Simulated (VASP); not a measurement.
The system is ZnS.

```xyz
4
Lattice="3.8450 0.0000 0.0000 -1.9225 3.3299 0.0000 0.0000 0.0000 6.3054" Properties=species:S:1:pos:R:3 pbc="T T T"
Zn    0.0000    2.2199    0.0015
Zn    1.9225    1.1100    3.1542
S     0.0000    2.2199    2.3630
S     1.9225    1.1100    5.5157
```

```yaml
Program: VASP 6.6.1
Task: relaxation of cell and atoms
Functional: r2SCAN
Potentials_or_basis: VASP PAW PBE potentials, release 64 (Zn, S)
Cutoff: 600 eV
k_mesh: 12 × 12 × 4
Occupations: fermi-dirac, width 0.02 eV
Spin: no spin polarisation
```

At the start: pressure -2.2 GPa; volume 20.18 Å³/atom.

**Question.** How do energy, volume and symmetry change on relaxing?

**Answer.** Over 8 steps the energy falls by 4.6 meV/atom and the volume is 19.58 Å³/atom (-3.0 %); space group P6_3mc (No. 186, to 0.1 Å) before and after.

Step by step:
| step | energy change (eV) | largest force (eV/Å) | pressure (GPa) | volume (Å³) |
| --- | --- | --- | --- | --- |
| 1 | 0.0000 | 0.0133 | -2.21 | 80.73 |
| 2 | -0.0168 | 0.0008 | 0.82 | 77.52 |
| 3 | -0.0184 | 0.0049 | 0.13 | 78.23 |
| 4 | -0.0184 | 0.0056 | -0.03 | 78.36 |
| 5 | -0.0184 | 0.0054 | -0.01 | 78.31 |
| 6 | -0.0184 | 0.0071 | 0.02 | 78.31 |
| 7 | -0.0184 | 0.0090 | 0.02 | 78.31 |
| 8 | -0.0184 | 0.0042 | -0.02 | 78.33 |

Final structure:
```yaml
crystal:
  lattice:
    - [3.80466, 0.00000, 0.00000]
    - [-1.90233, 3.29493, 0.00000]
    - [0.00000, 0.00000, 6.24866]
  atoms:
    - { symbol: Zn, position: [0.33333, 0.66667, 0.00049] }
    - { symbol: Zn, position: [0.66667, 0.33333, 0.50049] }
    - { symbol: S, position: [0.33333, 0.66667, 0.37451] }
    - { symbol: S, position: [0.66667, 0.33333, 0.87451] }
```

Caveat: the PAW data sets were made with another functional, which shifts forces and pressure a little.
